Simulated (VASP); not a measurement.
Here is a VASP 6.6.1 calculation.

INCAR

```
ALGO = Normal
EDIFF = 1E-6
ENCUT = 520
GGA = PE
ISIF = 2
ISMEAR = 0
LASPH = T
LCHARG = F
LREAL = F
LWAVE = F
NBANDS = 38
NELM = 80
PREC = Accurate
SIGMA = 0.1
```

The input KPOINTS:

```
k-points
0
Gamma
  10 10 10
```

The input POSCAR:

```
HfO3
1.0
    4.1406598814      0.0000000000      0.0000000000
    0.0000000000      4.1406598814      0.0000000000
    0.0000000000      0.0000000000      4.1406598814
Hf O
2 6
Direct
    0.0000000000      0.0000000000      0.0000000000
    0.5000000000      0.5000000000      0.5000000000
    0.2500000000      0.0000000000      0.5000000000
    0.7500000000      0.0000000000      0.5000000000
    0.5000000000      0.2500000000      0.0000000000
    0.5000000000      0.7500000000      0.0000000000
    0.0000000000      0.5000000000      0.2500000000
    0.0000000000      0.5000000000      0.7500000000
```

Potentials or basis: VASP PAW PBE potentials, release 64 (Hf_pv, O).

Launch:

```sh
$ cat potpaw_PBE.64/Hf_pv/POTCAR potpaw_PBE.64/O/POTCAR > POTCAR
$ mpirun -np 1 vasp_std > vasp.out
```

(1) Predict the band gap on the k mesh.

(2) Estimate the pressure.

## Answers

(1) zero (band 28 reaches 7.30 eV, above the bottom of band 29 at 3.54 eV).

(2) -3.8 GPa.

Caveat: spin-orbit coupling is left out, which moves the levels of the heavy elements.
